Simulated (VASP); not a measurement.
# SrLi2Nb2O6 (a cell with a defect) in VASP: single point with PBE

Aim: the single point of SrLi2Nb2O6 (a cell with a defect) with PBE.

Program: VASP 6.6.1. These are calculated values, not measurements. Logs are shortened: lines on timing, memory, paths and dates and some standing lists are left out, and cuts for length are marked.

### Step 1. The cell of the first run

The cell holds a defect, 11 atoms: a = 4.011 Å, b = 9.446 Å, c = 4.004 Å, α = 77.84°, β = 89.73°, γ = 102.15°.

### Step 2. Single point, PBE, collinear spin, ferromagnetic start

Contents of INCAR:

```
  PREC = Accurate
  ENCUT = 520
  EDIFF = 1E-6
  ISMEAR = -1
  SIGMA = 0.1
  LREAL = False
  LASPH = True
  NELM = 150
  ALGO = Normal
  ISIF = 2
  LWAVE = False
  LCHARG = True
  ISPIN = 2
  MAGMOM = 0 0 0 0 0 0 0 1 1 0 0
  LORBIT = 11
  LMAXMIX = 4
  GGA = PE
  LELF = True
  LVHAR = True
  NBANDS = 54
```

Contents of KPOINTS:

```
Automatic mesh
0
Gamma
  5 2 5
  0.5 0.5 0
```

Contents of POSCAR:

```
SrLi2Nb2O6
1.0
   -2.8293930000      2.8427770000      0.0017370000
    2.8233440000     -0.0004550000      9.0142370000
    2.8243460000      2.8377370000     -0.0004530000
O Sr Nb Li
6 1 2 2
Direct
    0.7113350000      0.4259370000      0.2881770000
    0.4846390000      0.9960870000      0.5044140000
    0.1071740000      0.2198800000      0.3784340000
    0.4115770000      0.7904680000      0.1042450000
    0.9120160000      0.7817600000      0.6111460000
    0.5999140000      0.2099800000      0.8851770000
    0.0192340000      0.9923240000      0.0004830000
    0.3862910000      0.7739900000      0.5945570000
    0.6093650000      0.2293180000      0.3786780000
    0.2581410000      0.4984680000      0.2344910000
    0.7542360000      0.5046820000      0.7537940000
```

Potentials or basis: VASP PAW PBE potentials, release 64 (O, Sr_sv, Nb_sv, Li_sv).

Launch:

```sh
> cat potpaw_PBE.64/O/POTCAR potpaw_PBE.64/Sr_sv/POTCAR potpaw_PBE.64/Nb_sv/POTCAR potpaw_PBE.64/Li_sv/POTCAR > POTCAR
> mpirun -np 1 vasp_std > vasp.out
```

OUTCAR:

```text
PREC = Accurate
   ENCUT = 520
   EDIFF = 1E-6
   ISMEAR = -1
   LREAL = False
   LASPH = True
   NELM = 150
   ISIF = 2
   ISPIN = 2
   LORBIT = 11
   GGA = PE

 ion  position               nearest neighbor table
   1  0.711  0.426  0.288-   9 1.77  10 2.07  11 2.11  11 2.14  10 2.15
   2  0.485  0.996  0.504-   8 2.00   9 2.10   7 2.71   7 2.76   7 2.93   7 2.95
   3  0.107  0.220  0.378-   9 2.00   9 2.02   7 2.84   7 2.89
   4  0.412  0.790  0.104-   8 1.94   8 2.08   7 2.69   7 2.73
   5  0.912  0.782  0.611-   8 1.92   8 2.10   7 2.74   7 2.77
   6  0.600  0.210  0.885-   9 2.00   9 2.02   7 2.73   7 2.89
   7  0.019  0.992  0.000-   4 2.69   2 2.71   6 2.73   4 2.73   5 2.74   2 2.76   5 2.77   3 2.84
                             6 2.89   3 2.89   2 2.93   2 2.95   8 3.36   8 3.42   8 3.47   9 3.48
   8  0.386  0.774  0.595-   5 1.92   4 1.94   2 2.00   4 2.08   5 2.10   7 3.36   7 3.42   7 3.47
                             7 3.55
   9  0.609  0.229  0.379-   1 1.77   6 2.00   3 2.00   3 2.02   6 2.02   2 2.10   7 3.48   7 3.49
                             7 3.60   7 3.63
  10  0.258  0.498  0.234-   1 2.07   1 2.15
  11  0.754  0.505  0.754-   1 2.11   1 2.14

  LATTYP: Found a triclinic cell.
 ALAT       =     4.0108414126
 B/A-ratio  =     1.4162904495
 C/A-ratio  =     2.3551276795
 COS(alpha) =     0.0000980232
 COS(beta)  =     0.2104699041
 COS(gamma) =     0.7093997872

  Lattice vectors:

 A1 = (  -2.8293930000,   2.8427770000,   0.0017370000)
 A2 = (  -0.0050470000,   5.6805140000,   0.0012840000)
 A3 = (  -2.8233440000,   0.0004550000,  -9.0142370000)

Analysis of symmetry for initial positions (statically):
=====================================================================
 Subroutine PRICEL returns:
 Original cell was already a primitive cell.

 Routine SETGRP: Setting up the symmetry group for a
 triclinic supercell.

 Subroutine GETGRP returns: Found  1 space group operations
 (whereof  1 operations were pure point group operations)
 out of a pool of  2 trial point group operations.

The static configuration has the point symmetry C_1 .

Analysis of symmetry for dynamics (positions and initial velocities):
=====================================================================
 Subroutine PRICEL returns:
 Original cell was already a primitive cell.

 Routine SETGRP: Setting up the symmetry group for a
 triclinic supercell.

 Subroutine GETGRP returns: Found  1 space group operations
 (whereof  1 operations were pure point group operations)
 out of a pool of  2 trial point group operations.

The dynamic configuration has the point symmetry C_1 .

Analysis of structural, dynamic, and magnetic symmetry:
=====================================================================
 Subroutine PRICEL returns:
 Original cell was already a primitive cell.

 Routine SETGRP: Setting up the symmetry group for a
 triclinic supercell.

 Subroutine GETGRP returns: Found  1 space group operations
 (whereof  1 operations were pure point group operations)
 out of a pool of  2 trial point group operations.

The overall configuration has the point symmetry C_1 .

 Subroutine INISYM returns: Found  1 space group operations
 (whereof  1 operations are pure point group operations),
 and found     1 'primitive' translations

----------------------------------------------------------------------------------------

                                     Primitive cell

  volume of cell :     144.7687

  direct lattice vectors                    reciprocal lattice vectors
    -2.829393000  2.842777000  0.001737000    -0.176695880  0.175870906  0.055351693
     2.823344000 -0.000455000  9.014237000     0.000042944 -0.000025034  0.110922172
     2.824346000  2.837737000 -0.000453000     0.177009710  0.176210206 -0.055432216

  length of vectors
     4.010841413  9.446043629  4.003708508     0.255373882  0.110922183  0.255842148

  position of ions in fractional coordinates (direct lattice)
     0.711335000  0.425937000  0.288177000
     0.484639000  0.996087000  0.504414000
     0.107174000  0.219880000  0.378434000
     0.411577000  0.790468000  0.104245000
     0.912016000  0.781760000  0.611146000
     0.599914000  0.209980000  0.885177000
     0.019234000  0.992324000  0.000483000
     0.386291000  0.773990000  0.594557000
     0.609365000  0.229318000  0.378678000
     0.258141000  0.498468000  0.234491000
[... 85 lines left out ...]
   NELM   =    150;   NELMIN=  2; NELMDL= -5     # of ELM steps
   EDIFF  = 0.1E-05   stopping-criterion for ELM
   LREAL  =      F    real-space projection
   EDIFFG = 0.1E-04   stopping-criterion for IOM
   NSW    =      0    number of steps for IOM
   IBRION =     -1    ionic relax: 0-MD 1-quasi-New 2-CG
   NFREE  =      0    steps in history (QN), initial steepest desc. (CG)
   ISIF   =      2    stress and relaxation
   ISYM   =      2    0-nonsym 1-usesym 2-fastsym
   POTIM  = 0.5000    time-step for ionic-motion
   TEBEG  =    0.0;   TEEND  =   0.0 temperature during run
   PSTRESS=    0.0 pullay stress
   NELECT =      78.0000    total number of electrons
   NUPDOWN=      -1.0000    fix difference up-down
   EMIN   =  10.00;   EMAX   =-10.00  energy-range for DOS
   EFERMI =   0.00;   METHOD = LEGACY
   ISMEAR =    -1;   SIGMA  =   0.10  broadening in eV -4-tet -1-fermi 0-gaus
   EFERMI_NEDOS =   21; number of points for ismear=-14 and -15
   IALGO  =     38    algorithm
   IMIX   =      4    mixing-type and parameters
     AMIX     =   0.40;   BMIX     =  1.00
     AMIX_MAG =   1.60;   BMIX_MAG =  1.00
  volume/ion in A,a.u.               =      13.16        88.81
  Fermi-wavevector in a.u.,A,eV,Ry     =   1.332135  2.517370 24.144665  1.774583
  Thomas-Fermi vector in A             =   2.461093
   LORBIT       =     11    0 simple, 1 ext, 2 COOP (PROOUT), +10 PAW based schemes
   GGA     = PE    functional components
   LHFCALC =     F    Hartree Fock is set to
   AEXX    =    0.0000 exact exchange contribution
   IVDW    =     0    specifies the selected vdW correction
   LEPSILON=     F    determine dielectric tensor
   LRPA    =     F    only Hartree local field effects (RPA)
 spin polarized calculation
  energy-cutoff  :      520.00
  volume of cell :      144.77
 maximum number of plane-waves:      3930
 NGX is ok and might be reduce to    30
   NGX = 15   NGY = 35   NGZ = 15

 number of electron      77.9999991 magnetization       1.6313687

 Free energy of the ion-electron system (eV)
  ---------------------------------------------------
  ext. energy  EPLUGINS =         0.00000000
  ---------------------------------------------------
  free energy    TOTEN  =       -81.56317952 eV

  energy without entropy =      -81.49372633  energy(sigma->0) =      -81.52845293

 E-fermi :   5.7943     XC(G=0): -10.0859

 val. band max:        5.6141715086   @ k =  -0.1000   0.2500  -0.0000
 cond. band min:       5.8069296205   @ k =   0.1000   0.2500   0.0000
 fundamental gap:      0.1927581119
 Fermi energy:         5.7943287182

 spin component 1

 k-point     1 :       0.1000    0.2500    0.0000
  band No.  band energies     occupation
      1     -51.1050      1.00000
      2     -51.0547      1.00000
      3     -41.3378      1.00000
      4     -41.3011      1.00000
      5     -29.6813      1.00000
      6     -27.6837      1.00000
[... 1285 lines left out ...]
     50      11.4182      0.00000
     51      11.5604      0.00000

 [... further k-points ...]

 spin component 2

 k-point     1 :       0.1000    0.2500    0.0000
  band No.  band energies     occupation
      1     -51.0690      1.00000
      2     -50.6331      1.00000
      3     -41.2737      1.00000
      4     -41.2373      1.00000
      5     -29.6790      1.00000
      6     -27.6289      1.00000
[... 1285 lines left out ...]
     50      11.5236      0.00000
     51      11.6512      0.00000

 [... further k-points ...]

 [bands above 51 left out]

------------------------ aborting loop because EDIFF is reached ----------------------------------------

  FORCE on cell =-STRESS in cart. coord.  units (eV):
  Direction    XX          YY          ZZ          XY          YZ          ZX
  --------------------------------------------------------------------------------------
  -------------------------------------------------------------------------------------
  Total        2.0347881      1.2833539      7.0701672     -0.2923166      0.1254193     -0.1496984
  in kB       22.5193103     14.2030739     78.2466187     -3.2351120      1.3880347     -1.6567349
  external PRESSURE =      38.3230010 kB  Pullay stress =       0.0000000 kB

 VOLUME and BASIS-vectors are now :
 -----------------------------------------------------------------------------
  energy-cutoff  :      520.00
  volume of cell :      144.77
      direct lattice vectors                 reciprocal lattice vectors
    -2.829393000  2.842777000  0.001737000    -0.176695880  0.175870906  0.055351693
     2.823344000 -0.000455000  9.014237000     0.000042944 -0.000025034  0.110922172
     2.824346000  2.837737000 -0.000453000     0.177009710  0.176210206 -0.055432216

 POSITION                                       TOTAL-FORCE (eV/Angst)
 -----------------------------------------------------------------------------------
      0.00383      2.83974      3.84060        -0.080900     -0.030407      5.000092
      2.86570      2.80866      8.97958        -0.293503      0.144831      0.004379
      1.38639      1.37847      1.98207         0.067842     -0.074727     -0.375194
      1.36167      1.46548      7.12613        -0.320299     -0.273631     -1.349024
      1.35281      4.32657      7.04828         0.738086     -0.932754     -1.069706
      1.39550      4.21723      1.89345         0.179378      0.247868     -0.151682
      2.74862      0.05560      8.94508         0.104452     -0.252994      0.555942
      2.77151      2.78498      6.97733        -0.228503      1.159429      1.396168
     -0.00717      2.80677      2.06801        -0.204937      0.022867     -3.446191
      1.33925      1.39903      4.49365         0.136717      0.051140     -0.366326
      1.41984      4.28296      4.55029        -0.098333     -0.061623     -0.198459
 -----------------------------------------------------------------------------------
    total drift:                               -0.000154     -0.001129      0.000167

  FREE ENERGIE OF THE ION-ELECTRON SYSTEM (eV)
  ---------------------------------------------------
  free  energy   TOTEN  =       -81.5631795217 eV

  energy  without entropy=      -81.4937263337  energy(sigma->0) =      -81.52845293

 total charge

# of ion       s       p       d       tot
------------------------------------------
    1        1.574   3.525   0.000   5.099
    2        1.565   3.485   0.000   5.050
    3        1.564   3.492   0.000   5.056
    4        1.568   3.482   0.000   5.050
    5        1.568   3.479   0.000   5.047
    6        1.564   3.493   0.000   5.057
    7        1.996   5.789   0.189   7.973
    8        2.195   6.099   2.224  10.518
    9        2.219   6.157   2.154  10.531
   10        2.013   0.044   0.000   2.057
   11        2.013   0.044   0.000   2.056
--------------------------------------------------
tot         19.839  39.089   4.567  63.495

 magnetization (x)

# of ion       s       p       d       tot
------------------------------------------
    1        0.004   0.026   0.000   0.030
    2        0.005   0.053   0.000   0.058
    3        0.000   0.003   0.000   0.004
    4       -0.000  -0.012   0.000  -0.013
    5       -0.000  -0.010   0.000  -0.010
    6        0.000   0.003   0.000   0.003
    7        0.000   0.000   0.002   0.003
    8        0.019   0.027   0.547   0.594
    9        0.001   0.002   0.046   0.049
   10        0.009   0.016   0.000   0.025
   11        0.009   0.016   0.000   0.025
--------------------------------------------------
tot          0.046   0.125   0.595   0.767
```

It took 8.5 min on 1 thread of AMD EPYC 7R43 (Zen 3), shared host; peak memory 0.45 GiB.

Results:

```yaml
Free_energy: -81.5632 eV
Largest_force: 5.001 eV/Å
Net_moment: 1.63 μB per cell
Site_moments: O +0.03, +0.06, +0.00, -0.01; Sr +0.00; Nb +0.59, +0.05; Li +0.03 μB
Valence_electrons_inside_the_program's_atomic_spheres: O 5.10, 5.05, 5.06; Sr 7.97; Nb 10.52, 10.53; Li 2.06
```

Forces in eV/Å, atoms in the order of the input:
```
O   -0.081 -0.030  5.000
O   -0.294  0.145  0.004
O    0.068 -0.075 -0.375
O   -0.320 -0.274 -1.349
O    0.738 -0.933 -1.070
O    0.179  0.248 -0.152
Sr   0.104 -0.253  0.556
Nb  -0.229  1.159  1.396
Nb  -0.205  0.023 -3.446
Li   0.137  0.051 -0.366
Li  -0.098 -0.062 -0.198
```

Levels at points of the mesh, in eV from the Fermi level:
Spin up:
```
           k point  band 38  band 39  band 40  band 41  band 42  band 43
(0.10, 0.25, 0.00)    -3.30    -1.04    -0.48    -0.42    -0.29    -0.19
```
Spin down:
```
           k point  band 36  band 37  band 38  band 39  band 40  band 41
(0.10, 0.25, 0.00)    -3.70    -3.46    -3.27    -0.20     0.01     0.13
```

Caveat: the cutoff is under 1.25 times the usual one of these potentials, so pressure, stress and relaxed cells hold a basis-set (Pulay) error.
